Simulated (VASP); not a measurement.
A run of VASP 6.6.1 is set up as follows.

INCAR

```
ALGO = Normal
EDIFF = 1E-6
ENCUT = 520
GGA = PE
ISIF = 2
ISMEAR = 0
LASPH = True
LCHARG = False
LREAL = False
LWAVE = False
NBANDS = 8
NELM = 80
PREC = Accurate
SIGMA = 0.15
```

File KPOINTS:

```
k-points
0
Gamma
  20 20 20
```

POSCAR

```
Li
1.0
   -1.7850000000      1.7500000000      1.7500000000
    1.7850000000     -1.7500000000      1.7500000000
    1.7850000000      1.7500000000     -1.7500000000
Li
1
Direct
    0.0000000000      0.0000000000      0.0000000000
```

Potentials or basis: VASP PAW PBE potentials, release 64 (Li_sv).

Launch:

```sh
$ cat potpaw_PBE.64/Li_sv/POTCAR > POTCAR
$ mpirun -np 1 vasp_std > vasp.out
```

Q: Estimate the band gap on the k mesh.

A: Zero (an odd number of electrons rules out a gap without spin polarisation).

Caveat: the cell differs from its parent crystal (strain +0.0200 x Voigt [1, 0, 0, 0, 0, 0]).
